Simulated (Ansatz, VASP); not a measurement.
**One calculation of Zn, two programs**

File INCAR:

```
SYSTEM = Zn
PREC = Accurate
ENCUT = 520
EDIFF = 1E-6
ISMEAR = 0
SIGMA = 0.15
LREAL = .FALSE.
LASPH = .TRUE.
NELM = 100
ALGO = Normal
ISIF = 2
LWAVE = .FALSE.
LCHARG = .FALSE.
GGA = PS
NBANDS = 12
```

Contents of KPOINTS:

```
Automatic mesh
0
G
  20 20 20
  0 0 0
```

The input POSCAR:

```
Zn
1.0
   -1.5147737563      1.5300745013      1.5300745013
    1.5147737563     -1.5300745013      1.5300745013
    1.5147737563      1.5300745013     -1.5300745013
Zn
1
Direct
    0.0000000000      0.0000000000      0.0000000000
```

Input for Ansatz:

```yaml
crystal:
  lattice:
    - [-1.5147737563, 1.5300745013, 1.5300745013]
    - [1.5147737563, -1.5300745013, 1.5300745013]
    - [1.5147737563, 1.5300745013, -1.5300745013]
  atoms:
    - { symbol: Zn, position: [0.0, 0.0, 0.0] }
basis:
  ecutwfc: 520.0
kpoints:
  mp_grid: { grid: [20, 20, 20] }
hamiltonian:
  xc: pbesol
scf:
  occupations: { method: gaussian, width: 0.15 }
output:
  forces: true
  stress: true
  eigenvalues: true
```

Change from the starting cell: normal strain along x -0.0100, normal strain along z +0.0000.

Alike in both runs: task single point; functional PBEsol; k mesh 20 × 20 × 20; occupations gaussian, width 0.15 eV; no spin polarisation.

|  | VASP | Ansatz |
| --- | --- | --- |
| version | VASP 6.6.1 | Ansatz 0.2.0 |
| potentials or method | VASP PAW PBE potentials, release 64 (Zn), cutoff 520 eV | scalar-relativistic, plane waves, PAW |
| valence electrons in the cell | 12 | 12 |

VASP gave:

- gap on the k mesh at the Fermi level (eV): none
- pressure (GPa): 1.1
- traceless stress, the component that is largest in VASP (GPa): -0.33

**Question.** What did Ansatz give for the same quantities?

**Answer.** gap on the k mesh at the Fermi level (eV): none; pressure (GPa): 0.6; traceless stress, the component that is largest in VASP (GPa): -0.33.

VASP's potentials were made for PBE, not for PBEsol. A gap of «none» marks a metal or a gap that the smearing closes. With one functional, cell and mesh, what is left measures potentials, basis and numerics.
